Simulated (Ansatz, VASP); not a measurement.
**Two plane-wave programs on GaP**

POSCAR

```
GaP
1.0
    0.0000000000      2.8720257767      2.5962891765
    2.8720257767      0.0000000000      2.5962891765
    2.8720257767      2.8720257767      0.0000000000
Ga P
1 1
Direct
    0.0000000000      0.0000000000      0.0000000000
    0.2500000000      0.2500000000      0.2500000000
```

The input INCAR.step1:

```
SYSTEM = GaP
PREC     = Accurate       ! precision mode
ENCUT    = 520            ! plane-wave cutoff, eV
ISMEAR   = 0              ! smearing method
SIGMA    = 0.01           ! smearing width, eV
LREAL    = .FALSE.        ! projectors in reciprocal space
LASPH    = .TRUE.         ! aspherical terms in the spheres
NELM     = 60             ! most SCF steps
NBANDS   = 16             ! bands
GGA      = PE             ! functional
ALGO     = Normal         ! electronic algorithm
EDIFF    = 1E-4           ! SCF threshold, eV
LWAVE    = .TRUE.         ! write WAVECAR
LCHARG   = .FALSE.        ! write CHGCAR
```

Contents of INCAR.step2:

```
SYSTEM = GaP
PREC     = Accurate       ! precision mode
ENCUT    = 520            ! plane-wave cutoff, eV
EDIFF    = 1E-6           ! SCF threshold, eV
ISMEAR   = 0              ! smearing method
SIGMA    = 0.01           ! smearing width, eV
LREAL    = .FALSE.        ! projectors in reciprocal space
LASPH    = .TRUE.         ! aspherical terms in the spheres
NELM     = 60             ! most SCF steps
ALGO     = Normal         ! electronic algorithm
ISIF     = 2              ! what is computed and relaxed
LWAVE    = .FALSE.        ! write WAVECAR
LCHARG   = .FALSE.        ! write CHGCAR
METAGGA  = R2SCAN         ! meta-GGA
LMIXTAU  = .TRUE.       
NBANDS   = 16             ! bands
ISTART   = 1
```

Contents of KPOINTS:

```
regular mesh
0
G
  8 8 8
  0 0 0
```

Input for Ansatz:

```yaml
crystal:
  lattice:
    - [0.0, 2.8720257767, 2.5962891765]
    - [2.8720257767, 0.0, 2.5962891765]
    - [2.8720257767, 2.8720257767, 0.0]
  atoms:
    - { symbol: Ga, position: [0.0, 0.0, 0.0] }
    - { symbol: P, position: [0.25, 0.25, 0.25] }
kpoints:
  mp_grid: { grid: [8, 8, 8] }
  band_path:
    path:
      - [0.0, 0.0, 0.0]
      - [-0.5, -0.5, 0.0]
      - [-0.375, -0.375, 0.25]
      - [-0.375, 0.0, 0.375]
      - [0.0, 0.0, 0.5]
      - [-0.5, -0.25, 0.25]
      - [0.408854, 0.408854, 0.0]
    npoints: 1
hamiltonian:
  xc: r2scan
scf:
  occupations: { method: fixed }
  n_extra_bands: 4
output:
  forces: true
  stress: true
  eigenvalues: true
```

Change from the starting cell: epitaxial_xy strain +5.4%.

Alike in both runs: task single point; functional r2SCAN; k mesh 8 × 8 × 8; no spin polarisation.

```csv
,VASP,Ansatz
version,VASP 6.6.1,Ansatz 0.2.0
potentials or method,"VASP PAW PBE potentials, release 64 (Ga_d, P)","plane waves, PAW"
plane-wave cutoff (eV),520,500
occupations,"gaussian, width 0.01 eV",fixed
valence electrons in the cell,18,18
```

VASP gave:

* gap on the k mesh at the Fermi level (eV): 1.04
* pressure (GPa): -4.5
* traceless stress, the component that is largest in VASP (GPa): 4.51

Problem. What did Ansatz give for the same quantities?

Solution. gap on the k mesh at the Fermi level (eV): 1.03; pressure (GPa): -4.5; traceless stress, the component that is largest in VASP (GPa): 4.53.

VASP's potentials were made for PBE, not for r2SCAN.
